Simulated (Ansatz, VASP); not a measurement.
**Two plane-wave programs on Zn**

```xyz
2
Lattice="3.1028 0.0000 0.0000 0.0000 3.1028 0.0000 0.0000 0.0000 3.2086" Properties=species:S:1:pos:R:3 pbc="T T T"
Zn    1.5514    0.0000    2.8052
Zn    0.0000    1.5514    0.4034
```

Alike in both runs: task relaxation of cell and atoms; functional PBE; k mesh 6 × 6 × 6; occupations gaussian, width 0.1 eV; no spin polarisation.

|  | VASP | Ansatz |
| --- | --- | --- |
| version | VASP 6.6.1 | Ansatz 0.2.0 |
| potentials or method | VASP PAW PBE potentials, release 64 (Zn), cutoff 600 eV | scalar-relativistic, plane waves, PAW |
| valence electrons in the cell | 24 | 24 |

|  | VASP | Ansatz | Ansatz less VASP |
| --- | --- | --- | --- |
| gap on the k mesh at the Fermi level, each at its own relaxed structure (eV) | none | none | - |
| relaxed volume (Å³/atom) | 15.95 | 15.28 | -0.666 |
| relaxed length of the cell vector where the two differ most in proportion (Å) | 2.548 | 2.958 | +0.4099 |

A gap of «none» marks a metal or a gap that the smearing closes. One of these differences is far larger than is usual between the two programs; its cause wasn't traced.
